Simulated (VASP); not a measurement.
# Sb (P4/mmm) in VASP: single point with PBEsol

Aim: the single point of Sb with PBEsol.

Everything below comes from runs of VASP 6.6.1. Logs are shortened: lines on timing, memory, paths and dates and some standing lists are left out, and cuts for length are marked.

### Step 1. The cell of the first run

Symmetry: P4/mmm, No. 123, tetragonal system. Conventional cell: a = 3.176 Å, b = 3.176 Å, c = 3.083 Å, α = 90.00°, β = 90.00°, γ = 90.00°. Sb (site symmetry 4/mmm) has 6 Sb at 3.08 to 3.18 Å within 4.1 Å.

### Step 2. Single point, PBEsol (x and y stretched by +3 %, z held)

INCAR reads:

```
ALGO = Normal
EDIFF = 1E-6
ENCUT = 520
GGA = PS
ISIF = 2
ISMEAR = -1
LASPH = T
LCHARG = T
LELF = T
LREAL = F
LVHAR = T
LWAVE = F
NBANDS = 8
NELM = 60
PREC = Accurate
SIGMA = 0.05
```

KPOINTS reads:

```
k-points
0
Gamma
  12 12 12
```

POSCAR reads:

```
Sb
1.0
    3.1758439183      0.0000000000      0.0000000000
    0.0000000000      3.1758439183      0.0000000000
    0.0000000000      0.0000000000      3.0833436100
Sb
1
Direct
    0.0000000000      0.0000000000      0.0000000000
```

Potentials or basis: VASP PAW PBE potentials, release 64 (Sb).

The run is started by

```sh
$ cat potpaw_PBE.64/Sb/POTCAR > POTCAR
$ mpirun -np 1 vasp_std > vasp.out
```

OUTCAR:

```text
EDIFF = 1E-6
   ENCUT = 520
   GGA = PS
   ISIF = 2
   ISMEAR = -1
   LASPH = T
   LREAL = F
   NELM = 60
   PREC = Accurate

 ion  position               nearest neighbor table
   1  0.000  0.000  0.000-

  LATTYP: Found a simple tetragonal cell.
 ALAT       =     3.1758439183
 C/A-ratio  =     0.9708737864

  Lattice vectors:

 A1 = (   3.1758439183,   0.0000000000,   0.0000000000)
 A2 = (   0.0000000000,   3.1758439183,   0.0000000000)
 A3 = (   0.0000000000,   0.0000000000,   3.0833436100)

Analysis of symmetry for initial positions (statically):
=====================================================================
 Subroutine PRICEL returns:
 Original cell was already a primitive cell.

 Routine SETGRP: Setting up the symmetry group for a
 simple tetragonal supercell.

 Subroutine GETGRP returns: Found 16 space group operations
 (whereof 16 operations were pure point group operations)
 out of a pool of 16 trial point group operations.

The static configuration has the point symmetry D_4h.

Analysis of symmetry for dynamics (positions and initial velocities):
=====================================================================
 Subroutine PRICEL returns:
 Original cell was already a primitive cell.

 Routine SETGRP: Setting up the symmetry group for a
 simple tetragonal supercell.

 Subroutine GETGRP returns: Found 16 space group operations
 (whereof 16 operations were pure point group operations)
 out of a pool of 16 trial point group operations.

The dynamic configuration has the point symmetry D_4h.

 Subroutine INISYM returns: Found 16 space group operations
 (whereof 16 operations are pure point group operations),
 and found     1 'primitive' translations

----------------------------------------------------------------------------------------

                                     Primitive cell

  volume of cell :      31.0986

  direct lattice vectors                    reciprocal lattice vectors
     3.175843918  0.000000000  0.000000000     0.314876935  0.000000000  0.000000000
     0.000000000  3.175843918  0.000000000     0.000000000  0.314876935  0.000000000
     0.000000000  0.000000000  3.083343610     0.000000000  0.000000000  0.324323243

  length of vectors
     3.175843918  3.175843918  3.083343610     0.314876935  0.314876935  0.324323243

  position of ions in fractional coordinates (direct lattice)
     0.000000000  0.000000000  0.000000000

  ion indices of the primitive-cell ions
   primitive index   ion index
                 1           1

----------------------------------------------------------------------------------------

 KPOINTS: k-points

Automatic generation of k-mesh.
 Grid dimensions read from file:
 generate k-points for:   12   12   12

 Generating k-lattice:

  Cartesian coordinates                     Fractional coordinates (reciprocal lattice)
     0.026239745  0.000000000  0.000000000     0.083333333  0.000000000  0.000000000
     0.000000000  0.026239745  0.000000000     0.000000000  0.083333333  0.000000000
     0.000000000  0.000000000  0.027026937     0.000000000  0.000000000  0.083333333

  Length of vectors
     0.026239745  0.026239745  0.027026937

  Shift w.r.t. Gamma in fractional coordinates (k-lattice)
     0.000000000  0.000000000  0.000000000

 Subroutine IBZKPT returns following result:
 ===========================================

 Found    196 irreducible k-points:

 Following reciprocal coordinates:
            Coordinates               Weight
  0.000000  0.000000  0.000000      1.000000
  0.083333  0.000000  0.000000      4.000000
  0.166667  0.000000  0.000000      4.000000
  0.250000  0.000000  0.000000      4.000000
  0.333333  0.000000  0.000000      4.000000
  0.416667  0.000000  0.000000      4.000000
[... 16 lines left out ...]
  0.333333  0.333333  0.000000      4.000000
  0.416667  0.333333  0.000000      8.000000
 [... further k-points ...]
   k-points           NKPTS =    196   k-points in BZ     NKDIM =    196   number of bands    NBANDS=      8
   number of dos      NEDOS =    301   number of ions     NIONS =      1
   total plane-waves  NPLWV =  13824
   dimension x,y,z NGX =    24 NGY =   24 NGZ =   24
   dimension x,y,z NGXF=    48 NGYF=   48 NGZF=   48
   ions per type =               1
   NGX,Y,Z   is equivalent  to a cutoff of  12.56, 12.56, 12.94 a.u.
   NGXF,Y,Z  is equivalent  to a cutoff of  25.13, 25.13, 25.88 a.u.
 SYSTEM =  unknown system
   PREC   = accura    normal or accurate (medium, high low for compatibility)
   ISTART =      0    job   : 0-new  1-cont  2-samecut
   ICHARG =      2    charge: 1-file 2-atom 10-const
   ISPIN  =      1    spin polarized calculation?
   LNONCOLLINEAR =      F non collinear calculations
   LSORBIT =      F    spin-orbit coupling
   LASPH  =      T    aspherical Exc in radial PAW
   ENCUT  =  520.0 eV  38.22 Ry    6.18 a.u.   5.90  5.90  5.73*2*pi/ulx,y,z
   NELM   =     60;   NELMIN=  2; NELMDL= -5     # of ELM steps
   EDIFF  = 0.1E-05   stopping-criterion for ELM
   LREAL  =      F    real-space projection
   EDIFFG = 0.1E-04   stopping-criterion for IOM
   NSW    =      0    number of steps for IOM
   IBRION =     -1    ionic relax: 0-MD 1-quasi-New 2-CG
   NFREE  =      0    steps in history (QN), initial steepest desc. (CG)
   ISIF   =      2    stress and relaxation
   ISYM   =      2    0-nonsym 1-usesym 2-fastsym
   POTIM  = 0.5000    time-step for ionic-motion
   TEBEG  =    0.0;   TEEND  =   0.0 temperature during run
   PSTRESS=    0.0 pullay stress
   NELECT =       5.0000    total number of electrons
   NUPDOWN=      -1.0000    fix difference up-down
   EMIN   =  10.00;   EMAX   =-10.00  energy-range for DOS
   EFERMI =   0.00;   METHOD = LEGACY
   ISMEAR =    -1;   SIGMA  =   0.05  broadening in eV -4-tet -1-fermi 0-gaus
   EFERMI_NEDOS =   21; number of points for ismear=-14 and -15
   IALGO  =     38    algorithm
   IMIX   =      4    mixing-type and parameters
     AMIX     =   0.40;   BMIX     =  1.00
     AMIX_MAG =   1.60;   BMIX_MAG =  1.00
  volume/ion in A,a.u.               =      31.10       209.86
  Fermi-wavevector in a.u.,A,eV,Ry     =   0.890194  1.682223 10.781878  0.792446
  Thomas-Fermi vector in A             =   2.011853
   LORBIT       =      0    0 simple, 1 ext, 2 COOP (PROOUT), +10 PAW based schemes
   GGA     = PS    functional components
   LHFCALC =     F    Hartree Fock is set to
   AEXX    =    0.0000 exact exchange contribution
   IVDW    =     0    specifies the selected vdW correction
   LEPSILON=     F    determine dielectric tensor
   LRPA    =     F    only Hartree local field effects (RPA)
 non-spin polarized calculation
  energy-cutoff  :      520.00
  volume of cell :       31.10
 maximum number of plane-waves:       860
 NGX is ok and might be reduce to    24
   NGX = 11   NGY = 11   NGZ = 11

 number of electron       5.0000000 magnetization

 Free energy of the ion-electron system (eV)
  ---------------------------------------------------
  ext. energy  EPLUGINS =         0.00000000
  ---------------------------------------------------
  free energy    TOTEN  =        -4.48681422 eV

  energy without entropy =       -4.48057815  energy(sigma->0) =       -4.48369618

 E-fermi :   6.5254     XC(G=0):  -9.5797

 val. band max:        6.4973536103   @ k =   0.2500   0.0000   0.4167
 cond. band min:       6.5296409072   @ k =   0.1667   0.0833   0.0833
 fundamental gap:      0.0322872969
 Fermi energy:         6.5254238287

 k-point     1 :       0.0000    0.0000    0.0000
  band No.  band energies     occupation
      1      -5.6224      2.00000
      2       9.3599      0.00000
      3       9.3599      0.00000
      4      10.1703      0.00000
      5      13.1957      0.00000
      6      13.3984      0.00000
      7      14.5353      0.00000
      8      23.6922      0.00000

 k-point     2 :       0.0833    0.0000    0.0000
  band No.  band energies     occupation
      1      -5.5295      2.00000
      2       8.2486      0.00000
      3       9.4495      0.00000
      4      10.2606      0.00000
      5      13.3820      0.00000
      6      14.1544      0.00000
      7      15.0053      0.00000
      8      22.7566      0.00000

 k-point     3 :       0.1667    0.0000    0.0000
  band No.  band energies     occupation
      1      -5.2552      2.00000
      2       6.3413      1.95090
      3       9.7084      0.00000
      4      10.5216      0.00000
      5      13.6216      0.00000
      6      14.6252      0.00000
      7      17.0814      0.00000
      8      21.3220      0.00000

 k-point     4 :       0.2500    0.0000    0.0000
  band No.  band energies     occupation
      1      -4.8172      2.00000
      2       4.4734      2.00000
      3      10.1033      0.00000
      4      10.9198      0.00000
      5      14.0046      0.00000
      6      15.0632      0.00000
      7      19.3816      0.00000
      8      19.9328      0.00000

 k-point     5 :       0.3333    0.0000    0.0000
  band No.  band energies     occupation
      1      -4.2635      2.00000
      2       2.8522      2.00000
      3      10.5649      0.00000
      4      11.3854      0.00000
      5      14.5120      0.00000
      6      15.6459      0.00000
      7      18.7347      0.00000
      8      19.3267      0.00000
[... 177 lines left out ...]
 k-point    22 :       0.5000    0.2500    0.0000
  band No.  band energies     occupation
      1      -2.6462      2.00000
      2       1.9376      2.00000
      3       6.4494      1.64149
      4      11.5411      0.00000
      5      12.7192      0.00000
      6      17.3307      0.00000
      7      18.6561      0.00000
      8      18.9233      0.00000

 k-point    23 :       0.3333    0.3333    0.0000
  band No.  band energies     occupation
      1      -2.8898      2.00000
      2       3.9886      2.00000
      3       4.2693      2.00000
      4      11.5251      0.00000
      5      12.6098      0.00000
      6      16.7923      0.00000
      7      20.3608      0.00000
      8      20.5804      0.00000

 k-point    24 :       0.4167    0.3333    0.0000
  band No.  band energies     occupation
      1      -2.3338      2.00000
      2       2.9076      2.00000
      3       4.6041      2.00000
      4      10.4955      0.00000
      5      13.0167      0.00000
      6      17.4512      0.00000
      7      19.6651      0.00000
      8      19.7885      0.00000

 [... further k-points ...]
[... 5 lines left out ...]
  --------------------------------------------------------------------------------------
  -------------------------------------------------------------------------------------
  Total       -0.9317307     -0.9317307     -0.4814726      0.0000000     -0.0000000      0.0000000
  in kB      -48.0021581    -48.0021581    -24.8051532      0.0000000     -0.0000000      0.0000000
  external PRESSURE =     -40.2698231 kB  Pullay stress =       0.0000000 kB

 VOLUME and BASIS-vectors are now :
 -----------------------------------------------------------------------------
  energy-cutoff  :      520.00
  volume of cell :       31.10
      direct lattice vectors                 reciprocal lattice vectors
     3.175843918  0.000000000  0.000000000     0.314876935  0.000000000  0.000000000
     0.000000000  3.175843918  0.000000000     0.000000000  0.314876935  0.000000000
     0.000000000  0.000000000  3.083343610     0.000000000  0.000000000  0.324323243

 POSITION                                       TOTAL-FORCE (eV/Angst)
 -----------------------------------------------------------------------------------
      0.00000      0.00000      0.00000         0.000000      0.000000      0.000000
 -----------------------------------------------------------------------------------
    total drift:                                0.000000      0.000000      0.000000

  FREE ENERGIE OF THE ION-ELECTRON SYSTEM (eV)
  ---------------------------------------------------
  free  energy   TOTEN  =        -4.4868142158 eV

  energy  without entropy=       -4.4805781452  energy(sigma->0) =       -4.48369618
```

It took 28 s on 1 thread of Intel Xeon 8259CL, shared host; peak memory 0.17 GiB.

What came out:

* Free energy: -4.4868 eV
* Pressure: -4.0 GPa

Caveat: the cell differs from its parent crystal (x and y stretched by +3 %, z held); the PAW data sets were made with another functional, which shifts forces and pressure a little; spin-orbit coupling is left out, which moves the levels of the heavy elements.
